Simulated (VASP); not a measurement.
Runs of VASP 6.6.1 on CdF2. The structure is that of space group Fm-3m (No. 225), or close to it. The cells are those of the table. 

| cell | gap on the mesh (eV) | pressure (GPa) |
| --- | --- | --- |
| a = 3.769 Å, angles 60.0, 60.0, 90.0°, 3 atoms | (a) | 3.6 |
| a = 3.789 Å, angles 60.0, 60.0, 90.0°, 3 atoms | 3.85 | 1.6 |
| a = 3.810 Å, angles 60.0, 60.0, 90.0°, 3 atoms | (c) | -0.4 |
| a = 3.681 Å, angles 60.0, 60.0, 90.0°, 3 atoms | 4.17 | (b) |

Alike in all rows: task single point; level r2SCAN; potentials or basis VASP PAW PBE potentials, release 64 (Cd_sv_GW, F); no spin polarisation; k mesh 8 × 8 × 8; cutoff (eV) 770; smearing gaussian 0.01 eV.

Fill in the values left out.

(a) 3.91; (b) 14.6; (c) 3.79.

Caveats: the PAW data sets were made with another functional, which shifts forces and pressure a little; the cell stands under pressure (at least some runs).

A k mesh can miss the band edges, and the runs leave out spin-orbit coupling on Cd.
